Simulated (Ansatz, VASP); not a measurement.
## LiGaI2: VASP beside Ansatz

The input POSCAR:

```
LiGaI2
1.0
    2.2245625627      1.2843517944      7.4956732986
   -2.2245625627      1.2843517944      7.4956732986
    0.0000000000     -2.5687035888      7.4956732986
Li Ga I
1 1 2
Direct
    0.5000000000      0.5000000000      0.5000000000
    0.0000000000      0.0000000000      0.0000000000
    0.7592764361      0.7592764361      0.7592764361
    0.2407235639      0.2407235639      0.2407235639
```

The input INCAR.step1:

```
ALGO = Normal ; EDIFF = 1E-4
ENCUT = 520 ; GGA = PE
ISMEAR = 0 ; LASPH = True
LCHARG = False ; LREAL = False
LWAVE = True ; NBANDS = 23
NELM = 100 ; PREC = Accurate
SIGMA = 0.02
```

INCAR.step2

```
ALGO = Normal ; EDIFF = 1E-6
ENCUT = 520 ; ISIF = 2
ISMEAR = 0 ; ISTART = 1
LASPH = True ; LCHARG = False
LMIXTAU = True ; LREAL = False
LWAVE = False ; METAGGA = R2SCAN
NBANDS = 23 ; NELM = 100
PREC = Accurate ; SIGMA = 0.02
```

Contents of KPOINTS:

```
k-points
0
Gamma
  6 6 6
```

Input for Ansatz:

```yaml
crystal:
  lattice:
    - [2.2245625627, 1.2843517944, 7.4956732986]
    - [-2.2245625627, 1.2843517944, 7.4956732986]
    - [0.0, -2.5687035888, 7.4956732986]
  atoms:
    - { symbol: Li, position: [0.5, 0.5, 0.5] }
    - { symbol: Ga, position: [0.0, 0.0, 0.0] }
    - { symbol: I, position: [0.7592764361, 0.7592764361, 0.7592764361] }
    - { symbol: I, position: [0.2407235639, 0.2407235639, 0.2407235639] }
basis:
  ecutwfc: 500
kpoints:
  mp_grid: { grid: [6, 6, 6] }
  band_path:
    path:
      - [[0.0, 0.0, 0.0], [0.5, 0.5, 0.5], [0.81376042, 0.18623958, 0.5]]
      - [[0.5, -0.18623958, 0.18623958], [0.5, 0.0, 0.0], [0.0, 0.0, 0.0], [0.34311979, -0.34311979, 0.0]]
      - [[0.65688021, 0.0, 0.34311979], [0.5, 0.0, 0.5], [0.0, 0.0, 0.0]]
    npoints: 14
hamiltonian:
  xc: r2scan
scf:
  occupations: { method: gaussian, width: 0.02 }
  n_extra_bands: 10
output:
  forces: true
  stress: true
  eigenvalues: true
  populations: true
  dos: { projected: true, de: 0.02, nscf_kmesh: { grid: [9, 9, 9] } }
  bader: true
  write_density: true
  write_potential: true
  elf: true
  volumetric_format: npy
```

Alike in both runs: task single point; functional r2SCAN; k mesh 6 × 6 × 6; occupations gaussian, width 0.02 eV; no spin polarisation.

|  | VASP | Ansatz |
| --- | --- | --- |
| version | VASP 6.6.1 | Ansatz 0.2.0 |
| potentials or method | VASP PAW PBE potentials, release 64 (Li_sv, Ga_d, I), cutoff 520 eV | scalar-relativistic, plane waves, PAW |
| valence electrons in the cell | 30 | 50 |

```csv
,VASP,Ansatz,Ansatz less VASP
gap on the k mesh at the Fermi level (eV),2.37,2.37,+0.005
least direct gap on the mesh (eV),2.77,2.76,-0.010
rms of the force components (eV/Å),0.012,0.018,+0.0055
```

VASP's potentials were made for PBE, not for r2SCAN. Atom by atom the forces differ by 0.006 eV/Å (rms over components). With one functional, cell and mesh, what is left measures potentials, basis and numerics. VASP's potentials hold 30 valence electrons a cell and Ansatz's 50, so a difference there can come from the potentials and not from the codes.

Spin-orbit coupling is off throughout. Noted on VASP's run: the cutoff is short for stress, so the pressure is rough.
